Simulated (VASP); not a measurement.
Crystal: Rh.

```
Rh
1.0
     0.00000    1.93507    1.93507
     1.93507    0.00000    1.93507
     1.93507    1.93507    0.00000
Rh
1
Direct
  0.00000 0.00000 0.00000
```

Program: VASP 6.6.1. Alike in all runs: task single point; cell as given; k mesh 12 × 12 × 12; cutoff (eV) 520.

Order these runs on this cell by their pressure, lowest first.
A. level RPBE; potentials or basis VASP PAW PBE potentials, release 64 (Rh_pv); spin non-collinear, zero start, SOC; smearing fermi-dirac 0.1 eV
B. level revPBE; potentials or basis VASP PAW PBE potentials, release 64 (Rh_pv); spin off; smearing fermi-dirac 0.05 eV
C. level r2SCAN; potentials or basis VASP PAW PBE potentials, release 64 (Rh_pv); spin off; smearing fermi-dirac 0.05 eV
D. level LDA; potentials or basis VASP PAW LDA potentials, release 64 (Rh_pv); spin off; smearing fermi-dirac 0.05 eV

D (-22.5 GPa), C (-12.7 GPa), B (-4.2 GPa), A (-2.2 GPa).

Caveats: the PAW data sets were made with another functional, which shifts forces and pressure a little (some runs).
